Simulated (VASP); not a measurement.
BeS, 2 atoms in the cell. Symmetry: F-43m, No. 216, cubic system. The conventional cell has a = 4.945 Å, b = 4.945 Å, c = 4.945 Å, α = 90.00°, β = 90.00°, γ = 90.00°. Within 2.8 Å of S (site symmetry -43m) lie 4 Be at 2.14 Å. Within 2.8 Å of Be (site symmetry -43m) lie 4 S at 2.14 Å. 

| Property | Result |
| --- | --- |
| Program | VASP 6.6.1 |
| Task | single point |
| Functional | LDA |
| Potentials or basis | VASP PAW LDA potentials, release 64 (S, Be) |
| Cutoff | 520 eV |
| k mesh | 9 × 9 × 9 |
| Occupations | fermi-dirac, width 0.05 eV |
| Spin | no spin polarisation |
| Dipole correction | no |
| Further INCAR settings | ALGO = Normal; EDIFF = 1e-06; NBANDS = 11 |

Potentials or basis: VASP PAW LDA potentials, release 64 (S, Be).

Command:

```bash
$ cat potpaw_LDA.64/S/POTCAR potpaw_LDA.64/Be/POTCAR > POTCAR
$ mpirun -np 1 vasp_std > vasp.out
```

Hardware: 1 thread of Intel Xeon 6975P-C, with other jobs on the host.

Q: How long does it take, and how much memory?

A: Run time: 19 s on 1 thread of Intel Xeon 6975P-C, with other jobs on the host, peak memory 0.13 GiB. Counts: scf iterations 11, k points 35.
